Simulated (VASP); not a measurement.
A run of VASP 6.6.1:

The input INCAR:

```
PREC = Accurate
ENCUT = 750
EDIFF = 1E-6
ISMEAR = 0
SIGMA = 0.1
LREAL = F
LASPH = T
NELM = 120
ALGO = Normal
ISIF = 2
LWAVE = F
LCHARG = T
GGA = PE
LELF = T
LVHAR = T
NBANDS = 12
GGA_COMPAT = F
```

KPOINTS

```
Automatic mesh
0
Gamma
  6 6 6
```

File POSCAR:

```
LiCl
1.0
    0.0000000000      2.5647600000      2.5647600000
    2.5647600000      0.0000000000      2.5647600000
    2.5647600000      2.5647600000      0.0000000000
Li Cl
1 1
Direct
    0.0000000000      0.0000000000      0.0000000000
    0.5000000000      0.5000000000      0.5000000000
```

Potentials or basis: VASP PAW PBE potentials, release 64 (Li_sv, Cl).

Command:

```bash
$ cat potpaw_PBE.64/Li_sv/POTCAR potpaw_PBE.64/Cl/POTCAR > POTCAR
$ mpirun -np 1 vasp_std > vasp.out
```

Hardware: 1 thread of Intel(R) Xeon(R) Platinum 8375C CPU @ 2.90GHz (Ice Lake), with other jobs on the host.

Q: How long does it take, and how much memory?

A: Run time: 7.6 s on 1 thread of Intel(R) Xeon(R) Platinum 8375C CPU @ 2.90GHz (Ice Lake) (shared host), peak memory 0.17 GiB. Counts: scf iterations 12, k points 16.
